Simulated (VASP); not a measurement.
InSe: single point with PBEsol

The system is InSe.

```
CELL_PARAMETERS angstrom
0.00000 2.90463 2.90463
2.90463 0.00000 2.90463
2.90463 2.90463 0.00000
ATOMIC_POSITIONS crystal
In 0.00000 0.00000 0.00000
Se 0.50000 0.50000 0.50000
```

```yaml
Program: VASP 6.6.1
Task: single point
Functional: PBEsol
Potentials_or_basis: VASP PAW PBE potentials, release 64 (In_d, Se)
Cutoff: 520 eV
k_mesh: 12 × 12 × 12
Occupations: gaussian, width 0.1 eV
Spin: no spin polarisation
Dipole_correction: no
Further_INCAR_settings: ALGO = Normal; EDIFF = 1e-06; NBANDS = 16
```

```
Pressure : 0.0 GPa
```

Levels at points of the mesh, in eV from the Fermi level:
| k point | band 7 | band 8 | band 9 | band 10 | band 11 | band 12 | band 13 | band 14 |
| --- | --- | --- | --- | --- | --- | --- | --- | --- |
| (0.00, 0.00, 0.00) | -2.98 | -2.25 | -2.25 | -2.25 | 6.35 | 6.35 | 6.35 | 6.46 |
| (0.50, 0.00, 0.00) | -7.35 | -1.97 | -1.97 | 0.72 | 2.56 | 2.56 | 2.60 | 8.93 |
| (0.50, 0.50, 0.00) | -5.80 | -3.82 | -3.76 | -3.76 | 3.19 | 7.32 | 7.32 | 7.33 |

It took 48 s on 1 thread of Intel(R) Xeon(R) Platinum 8488C (Sapphire Rapids), on a shared host, peak memory 0.21 GiB.

Caveat: the PAW data sets were made with another functional, which shifts forces and pressure a little; spin-orbit coupling is left out, which moves the levels of the heavy elements.
